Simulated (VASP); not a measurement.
A run of VASP 6.6.1:

The input POSCAR:

```
Au
1.0
    4.1358663692      0.0000000000      0.0000000000
    0.0000000000      4.1358663692      0.0000000000
    0.0000000000      0.0000000000      4.1358663692
Au
4
Direct
    0.0000000000      0.0000000000      0.0000000000
    0.0000000000      0.5000000000      0.5000000000
    0.5000000000      0.0000000000      0.5000000000
    0.5000000000      0.5000000000      0.0000000000
```

INCAR.step1

```
SYSTEM = Au
PREC = Accurate
ENCUT = 520
ISMEAR = 0
SIGMA = 0.05
LREAL = .FALSE.
LASPH = .TRUE.
NELM = 80
NBANDS = 30
GGA = PE
ALGO = Normal
EDIFF = 1E-4
LWAVE = .TRUE.
LCHARG = .FALSE.
```

File INCAR.step2:

```
SYSTEM = Au
PREC = Accurate
ENCUT = 520
EDIFF = 1E-6
ISMEAR = 0
SIGMA = 0.05
LREAL = .FALSE.
LASPH = .TRUE.
NELM = 80
ALGO = Normal
ISIF = 2
LWAVE = .FALSE.
LCHARG = .TRUE.
METAGGA = R2SCAN
LMIXTAU = .TRUE.
LELF = .TRUE.
LVHAR = .TRUE.
NBANDS = 30
ISTART = 1
```

Contents of KPOINTS:

```
Automatic mesh
0
G
  5 5 5
  0 0 0
```

Potentials or basis: VASP PAW PBE potentials, release 64 (Au).

Launch:

```sh
$ cat potpaw_PBE.64/Au/POTCAR > POTCAR
$ cp INCAR.step1 INCAR
$ mpirun -np 1 vasp_std > vasp.out
$ cp INCAR.step2 INCAR
$ mpirun -np 1 vasp_std > vasp.out
```

Hardware: 1 thread of AMD EPYC 9R45 96-Core Processor (Zen 5), on a shared host.

Problem. How long does it take, and how much memory?

Solution. Wall time 41 s on 1 thread of AMD EPYC 9R45 96-Core Processor (Zen 5) (shared host), peak memory 0.15 GiB. Counts: k points 10.
